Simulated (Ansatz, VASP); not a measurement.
Two plane-wave programs on Pt

```xyz
1
Lattice="0.0000 1.9851 1.9851 1.9851 0.0000 1.9851 1.9851 1.9851 0.0000" Properties=species:S:1:pos:R:3 pbc="T T T"
Pt    0.0000    0.0000    0.0000
```

Alike in both runs: functional PBE; k mesh 18 × 18 × 18; occupations gaussian, width 0.1 eV; no spin polarisation.

Ansatz relaxed the structure, and its values are those at the end. VASP's run is a single point on that final structure, the one shown.

|  | VASP | Ansatz |
| --- | --- | --- |
| version | VASP 6.6.1 | Ansatz 0.2.0 |
| potentials or method | VASP PAW PBE potentials, release 64 (Pt), cutoff 520 eV | scalar-relativistic, plane waves, PAW |
| valence electrons in the cell | 10 | 18 |

|  | VASP | Ansatz | Ansatz less VASP |
| --- | --- | --- | --- |
| gap on the k mesh at the Fermi level (eV) | none | none | - |
| pressure (GPa) | -0.5 | 0.0 | +0.49 |

A gap of «none» marks a metal or a gap that the smearing closes. VASP's potentials hold 10 valence electrons a cell and Ansatz's 18, so a difference there can come from the potentials and not from the codes.

Neither program's run includes spin-orbit coupling.
